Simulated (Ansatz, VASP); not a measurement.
## Hg: VASP beside Ansatz

```
Hg
1.0
     3.17911    0.00000    0.00000
    -1.58956    2.75319    0.00000
     0.00000    0.00000    5.05113
Hg
2
Direct
  0.33333 0.66667 0.25000
  0.66667 0.33333 0.75000
```

Alike in both runs: functional LDA; k mesh 15 × 15 × 8; occupations fermi-dirac, width 0.05 eV; no spin polarisation.

Ansatz relaxed the structure, and its values are those at the end. VASP's run is a single point on that final structure, the one shown.

```csv
,VASP,Ansatz
version,VASP 6.6.1,Ansatz 0.2.0
potentials or method,"VASP PAW LDA potentials, release 64 (Hg), cutoff 520 eV","all-electron LAPW, scalar-relativistic"
```

|  | VASP | Ansatz | Ansatz less VASP |
| --- | --- | --- | --- |
| pressure (GPa) | 0.5 | 0.0 | -0.56 |

LDA's correlation is that of Perdew and Zunger in VASP and of Perdew and Wang (1992) in Ansatz. Ansatz ran all-electron here, and VASP with PAW potentials.

Neither program's run includes spin-orbit coupling.
